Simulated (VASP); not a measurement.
Write the native input for VASP 6.6.1 that does the following.

* Task: single point
* Functional: PBE
* Potentials or basis: VASP PAW PBE potentials, release 64 (Na_pv, F)
* Cutoff: 520 eV
* k mesh: 10 × 10 × 10
* Occupations: gaussian, width 0.05 eV
* Spin: no spin polarisation
* Dipole correction: no
* Further INCAR settings: ALGO = Normal; EDIFF = 1e-06; NBANDS = 14

The structure of NaF lies in POSCAR:

```
NaF
1.0
   -0.1110753671      2.2691110705      2.2691110705
    2.2691110705     -0.1110753671      2.2691110705
    2.2691110705      2.2691110705     -0.1110753671
Na F
1 1
Direct
    0.0000000000      0.0000000000      0.0000000000
    0.5000000000      0.5000000000      0.5000000000
```

This cell differs from its parent crystal: ratio of the length along [111] to the lengths across it x 0.93, volume and fractional coordinates fixed.

These files were run (other wordings do the same):

INCAR

```
SYSTEM = NaF
ALGO = Normal
EDIFF = 1E-6
ENCUT = 520
GGA = PE
ISIF = 2
ISMEAR = 0
LASPH = .TRUE.
LCHARG = .FALSE.
LREAL = .FALSE.
LWAVE = .FALSE.
NBANDS = 14
NELM = 80
PREC = Accurate
SIGMA = 0.05
```

KPOINTS

```
k-points
0
G
  10 10 10
  0 0 0
```

Potentials or basis: VASP PAW PBE potentials, release 64 (Na_pv, F).

Run with:

```sh
$ cat potpaw_PBE.64/Na_pv/POTCAR potpaw_PBE.64/F/POTCAR > POTCAR
$ mpirun -np 1 vasp_std > vasp.out
```

Results of the run:

| Property | Result |
| --- | --- |
| Pressure | 1.5 GPa |
| Band gap on the k mesh | 6.11 eV |

Run time: 45 s on 1 thread of Intel Xeon 8259CL (shared host), peak memory 0.16 GiB.
